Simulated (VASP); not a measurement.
# Ga (I4/mmm) in VASP: notebook, part 2 of 2

VASP 6.6.1. The steps go on from the part before.

## Step 3: Single point, PBEsol, non-collinear spin, zero start, spin-orbit coupling

This run uses another cell than the first one, of 17.72 Å³/atom.

File INCAR:

```
SYSTEM = Ga
PREC = Accurate
ENCUT = 520
EDIFF = 1E-7
ISMEAR = -1
SIGMA = 0.05
LREAL = .False.
LASPH = .True.
NELM = 150
ALGO = Normal
ISIF = 2
LWAVE = .False.
LCHARG = .True.
MAGMOM = 0 0 0
LORBIT = 11
LSORBIT = .True.
GGA_COMPAT = .False.
LORBMOM = .True.
GGA = PS
LVHAR = .True.
NBANDS = 24
```

File KPOINTS:

```
regular mesh
0
Gamma
  13 13 13
  0 0 0
```

File POSCAR:

```
Ga
1.0
   -1.3843987196      1.3843987196      2.3112238365
    1.3843987196     -1.3843987196      2.3112238365
    1.3843987196      1.3843987196     -2.3112238365
Ga
1
Direct
    0.0000000000      0.0000000000      0.0000000000
```

Potentials or basis: VASP PAW PBE potentials, release 64 (Ga_d).

Started as:

```console
$ cat potpaw_PBE.64/Ga_d/POTCAR > POTCAR
$ mpirun -np 1 vasp_ncl > vasp.out
```

OUTCAR:

```text
SYSTEM = Ga
   PREC = Accurate
   ENCUT = 520
   EDIFF = 1E-7
   ISMEAR = -1
   LREAL = .False.
   LASPH = .True.
   NELM = 150
   ISIF = 2
   LORBIT = 11
   LSORBIT = .True.
   GGA = PS

 ion  position               nearest neighbor table
   1  0.000  0.000  0.000-

  LATTYP: Found a body centered tetragonal cell.
 ALAT       =     2.7687974392
 C/A-ratio  =     1.6694784557

  Lattice vectors:

 A1 = (  -1.3843987196,   1.3843987196,   2.3112238365)
 A2 = (   1.3843987196,  -1.3843987196,   2.3112238365)
 A3 = (   1.3843987196,   1.3843987196,  -2.3112238365)

Analysis of symmetry for initial positions (statically):
=====================================================================
 Subroutine PRICEL returns:
 Original cell was already a primitive cell.

 Routine SETGRP: Setting up the symmetry group for a
 body centered tetragonal supercell.

 Subroutine GETGRP returns: Found 16 space group operations
 (whereof 16 operations were pure point group operations)
 out of a pool of 16 trial point group operations.

The static configuration has the point symmetry D_4h.

Analysis of symmetry for dynamics (positions and initial velocities):
=====================================================================
 Subroutine PRICEL returns:
 Original cell was already a primitive cell.

 Routine SETGRP: Setting up the symmetry group for a
 body centered tetragonal supercell.

 Subroutine GETGRP returns: Found 16 space group operations
 (whereof 16 operations were pure point group operations)
 out of a pool of 16 trial point group operations.

The dynamic configuration has the point symmetry D_4h.

Analysis of structural, dynamic, and magnetic symmetry:
=====================================================================
 Subroutine PRICEL returns:
 Original cell was already a primitive cell.

 Routine SETGRP: Setting up the symmetry group for a
 body centered tetragonal supercell.

 Subroutine GETGRP returns: Found 16 space group operations
 (whereof 16 operations were pure point group operations)
[... 815 lines left out ...]
  external PRESSURE =      -2.6634867 kB  Pullay stress =       0.0000000 kB

 VOLUME and BASIS-vectors are now :
 -----------------------------------------------------------------------------
  energy-cutoff  :      520.00
  volume of cell :       17.72
      direct lattice vectors                 reciprocal lattice vectors
    -1.384398720  1.384398720  2.311223836     0.000000000  0.361167627  0.216335602
     1.384398720 -1.384398720  2.311223836     0.361167627  0.000000000  0.216335602
     1.384398720  1.384398720 -2.311223836     0.361167627  0.361167627  0.000000000

 POSITION                                       TOTAL-FORCE (eV/Angst)
 -----------------------------------------------------------------------------------
      0.00000      0.00000      0.00000        -0.000000      0.000000     -0.000000
 -----------------------------------------------------------------------------------
    total drift:                                0.000000      0.000000     -0.000000

  FREE ENERGIE OF THE ION-ELECTRON SYSTEM (eV)
  ---------------------------------------------------
  free  energy   TOTEN  =        -3.3428572224 eV

  energy  without entropy=       -3.3400019999  energy(sigma->0) =       -3.34142961

 orbital moment (x)

 # of ion     p       d       tot
 ----------------------------------------
  1         0.000   0.000   0.000
 ----------------------------------------
            0.000   0.000   0.000

 orbital moment (y)

 # of ion     p       d       tot
 ----------------------------------------
  1        -0.000  -0.000  -0.000
 ----------------------------------------
           -0.000  -0.000  -0.000

 orbital moment (z)

 # of ion     p       d       tot
 ----------------------------------------
  1         0.000   0.000   0.000
 ----------------------------------------
            0.000   0.000   0.000

 Spin-Orbit-Coupling matrix elements

 Ion:    1  E_soc:     -0.0106879
 l=   1
     0.0000000    -0.0009420    -0.0009666
    -0.0009420     0.0000000    -0.0009420
    -0.0009666    -0.0009420     0.0000000
 l=   2
     0.0000000    -0.0001674     0.0000000    -0.0001674    -0.0006698
    -0.0001674     0.0000000    -0.0004970    -0.0001655    -0.0001646
     0.0000000    -0.0004970     0.0000000    -0.0004970     0.0000000
    -0.0001674    -0.0001655    -0.0004970     0.0000000    -0.0001646
    -0.0006698    -0.0001646     0.0000000    -0.0001646     0.0000000
 l=   3
     0.0000000     0.0000000     0.0000000     0.0000000     0.0000000     0.0000000     0.0000000
     0.0000000     0.0000000     0.0000000     0.0000000     0.0000000     0.0000000     0.0000000
     0.0000000     0.0000000     0.0000000     0.0000000     0.0000000     0.0000000     0.0000000
     0.0000000     0.0000000     0.0000000     0.0000000     0.0000000     0.0000000     0.0000000
     0.0000000     0.0000000     0.0000000     0.0000000     0.0000000     0.0000000     0.0000000
     0.0000000     0.0000000     0.0000000     0.0000000     0.0000000     0.0000000     0.0000000
     0.0000000     0.0000000     0.0000000     0.0000000     0.0000000     0.0000000     0.0000000

 total charge

# of ion       s       p       d       tot
------------------------------------------
    1        1.013   0.585   9.966  11.564

 magnetization (x)

# of ion       s       p       d       tot
------------------------------------------
    1        0.000  -0.000  -0.000  -0.000

 magnetization (y)

# of ion       s       p       d       tot
------------------------------------------
    1        0.000   0.000   0.000   0.000

 magnetization (z)

# of ion       s       p       d       tot
------------------------------------------
    1        0.000   0.000   0.000   0.000
```

OSZICAR:

```text
N       E                     dE             d eps       ncg     rms          rms(c)
DAV:   1     0.703687633910E+02    0.70369E+02   -0.62119E+03 11024   0.207E+03
DAV:   2     0.360251112520E+01   -0.66766E+02   -0.63439E+02  9856   0.374E+02
DAV:   3    -0.328411317544E+01   -0.68866E+01   -0.68569E+01 10968   0.877E+01
DAV:   4    -0.338900142397E+01   -0.10489E+00   -0.10486E+00 11008   0.119E+01
DAV:   5    -0.339051042485E+01   -0.15090E-02   -0.15090E-02 11944   0.138E+00    0.102E+00
DAV:   6    -0.335162359898E+01    0.38887E-01   -0.52732E-02 12704   0.538E+00    0.482E-01
DAV:   7    -0.334386683562E+01    0.77568E-02   -0.95070E-03 13224   0.177E+00    0.140E-01
DAV:   8    -0.334285353646E+01    0.10133E-02   -0.11511E-03 10936   0.612E-01    0.126E-02
DAV:   9    -0.334285587631E+01   -0.23398E-05   -0.42521E-05 11232   0.807E-02    0.952E-03
DAV:  10    -0.334285710762E+01   -0.12313E-05   -0.16303E-06 11968   0.193E-02    0.285E-03
DAV:  11    -0.334285726792E+01   -0.16030E-06   -0.11764E-07  9712   0.483E-03    0.273E-04
DAV:  12    -0.334285722241E+01    0.45508E-07   -0.15583E-08  6296   0.246E-03
   1 F= -.33428572E+01 E0= -.33414296E+01  d E =-.285522E-02  mag=     0.0000    -0.0000    -0.0000
```

Wall time 71 s (1 thread of Intel Xeon 6975P-C (Granite Rapids), shared host); peak memory 0.28 GiB.

What came out:

```yaml
Free_energy: -3.3429 eV
Pressure: -0.3 GPa
Net_moment: 0.00 μB per cell
Valence_electrons_inside_the_program's_atomic_spheres: Ga 11.56
```

Stress tensor (GPa, compression positive):
```
-0.21  0.00  0.00
 0.00 -0.21  0.00
 0.00  0.00 -0.38
```

Moments on the atoms (μB; x, y, z):
```
Ga  0.00 0.00 0.00
```

Caveat: the PAW data sets were made with another functional, which shifts forces and pressure a little.
